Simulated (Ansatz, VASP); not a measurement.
## Mg in VASP and in Ansatz

Contents of INCAR:

```
SYSTEM = Mg
ALGO = Normal ; EDIFF = 1E-6
ENCUT = 520 ; GGA = PE
ISIF = 2 ; ISMEAR = -1
LASPH = .TRUE. ; LCHARG = .FALSE.
LREAL = .FALSE. ; LWAVE = .FALSE.
NBANDS = 10 ; NELM = 80
PREC = Accurate ; SIGMA = 0.08
```

KPOINTS

```
k-points
0
G
  7 7 10
  0 0 0
```

File POSCAR:

```
Mg
1.0
    4.1285329179      0.0000000000      0.0000000000
   -2.0642664590      3.5754143873      0.0000000000
    0.0000000000      0.0000000000      2.4613798167
Mg
3
Direct
    0.0000000000      0.0000000000      0.0000000000
    0.3333333333      0.6666666667      0.5000000000
    0.6666666667      0.3333333333      0.5000000000
```

Input for Ansatz:

```yaml
crystal:
  lattice:
    - [4.1285329179, 0.0, 0.0]
    - [-2.064266459, 3.5754143873, 0.0]
    - [0.0, 0.0, 2.4613798167]
  atoms:
    - { symbol: Mg, position: [0.0, 0.0, 0.0] }
    - { symbol: Mg, position: [0.3333333333, 0.6666666667, 0.5] }
    - { symbol: Mg, position: [0.6666666667, 0.3333333333, 0.5] }
kpoints:
  mp_grid: { grid: [7, 7, 10] }
scf:
  occupations: { method: fermi_dirac, width: 0.08 }
hamiltonian:
  xc: pbe
  pseudopotentials: { kind: all_electron, lapw: { basis_error: 0.001 } }
output:
  forces: true
  stress: true
  eigenvalues: true
  populations: true
```

Change from the starting cell: volume scaled by 0.52, LAPW.

Alike in both runs: task single point; functional PBE; k mesh 7 × 7 × 10; occupations fermi-dirac, width 0.08 eV; no spin polarisation.

```csv
,VASP,Ansatz
version,VASP 6.6.1,Ansatz 0.2.0
potentials or method,"VASP PAW PBE potentials, release 64 (Mg), cutoff 520 eV","all-electron LAPW, scalar-relativistic"
```

VASP gave:

```
pressure (GPa)                                                : 80.1
traceless stress, the component that is largest in VASP (GPa) : -0.09
```

Task: What did Ansatz give for the same quantities?

Result: Pressure (GPa): 78.8; traceless stress, the component that is largest in VASP (GPa): -0.05.

Both programs put the cell under a high pressure, so it lies far from rest at this level. Ansatz ran all-electron here, and VASP with PAW potentials.

Noted on VASP's run: the cell as given lies far from equilibrium.
